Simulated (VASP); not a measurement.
Runs of VASP 6.6.1 on BP. It takes space group F-43m (No. 216, cubic). The conventional cell has a = 4.537 Å, b = 4.537 Å, c = 4.537 Å, α = 90.00°, β = 90.00°, γ = 90.00°. B (site symmetry -43m) has 4 P at 1.96 Å within 2.6 Å. P (site symmetry -43m) has 4 B at 1.96 Å within 2.6 Å. 

```tsv
cell	gap on the mesh (eV)	pressure (GPa)
relaxed to 4 GPa from a = 3.208 Å, angles 60.0, 60.0, 90.0°, 2 atoms	(b)	4.0
relaxed to 2 GPa from a = 3.208 Å, angles 60.0, 60.0, 90.0°, 2 atoms	1.46	2.0
relaxed to 10 GPa from a = 3.208 Å, angles 60.0, 60.0, 90.0°, 2 atoms	(a)	10.0
relaxed to 15 GPa from a = 3.208 Å, angles 60.0, 60.0, 90.0°, 2 atoms	1.37	15.0
relaxed to 7 GPa from a = 3.208 Å, angles 60.0, 60.0, 90.0°, 2 atoms	1.43	7.0
```

Alike in all rows: level r2SCAN; potentials or basis VASP PAW PBE potentials, release 64 (B, P); no spin polarisation; k mesh 8 × 8 × 8; smearing gaussian 0.01 eV.

Problem. Fill in the values left out.

Solution. (a) 1.41; (b) 1.45.

Caveats: the cell is relaxed towards a set pressure, so the run minimises the enthalpy, not the energy; the PAW data sets were made with another functional, which shifts forces and pressure a little.

A k mesh can miss the band edges.
